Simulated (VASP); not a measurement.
SiF2, 6 atoms in the cell. It takes space group Pnnm (No. 58, orthorhombic). Conventional cell: a = 4.139 Å, b = 5.052 Å, c = 3.154 Å, α = 90.00°, β = 90.00°, γ = 90.00°. Si (site symmetry 2/m) has 6 F at 2.09 to 2.10 Å within 2.8 Å. F (site symmetry m) has 1 F at 2.06 Å and 3 Si at 2.09 to 2.10 Å within 2.7 Å. 

| Item | Value |
| --- | --- |
| Program | VASP 6.6.1 |
| Task | relaxation of cell and atoms |
| Functional | PBE |
| Potentials or basis | VASP PAW PBE potentials, release 64 (Si, F) |
| Cutoff | 600 eV |
| k mesh | 4 × 4 × 6 |
| Occupations | gaussian, width 0.1 eV |
| Spin | no spin polarisation |
| Dipole correction | no |
| Further INCAR settings | ALGO = Normal; EDIFF = 1e-06; IBRION = 2; EDIFFG = -0.04; NSW = 90; ISIF = 3 |

Potentials or basis: VASP PAW PBE potentials, release 64 (Si, F).

Command:

```console
$ cat potpaw_PBE.64/Si/POTCAR potpaw_PBE.64/F/POTCAR > POTCAR
$ mpirun -np 1 vasp_std > vasp.out
```

Hardware: 1 thread of Intel(R) Xeon(R) Platinum 8488C (Sapphire Rapids), on a shared host.

Q: How long does it take, and how much memory?

A: It took 8.5 min on 1 thread of Intel(R) Xeon(R) Platinum 8488C (Sapphire Rapids) (shared host), peak memory 0.21 GiB. Counts: scf iterations 122, k points 36, ion steps 14.
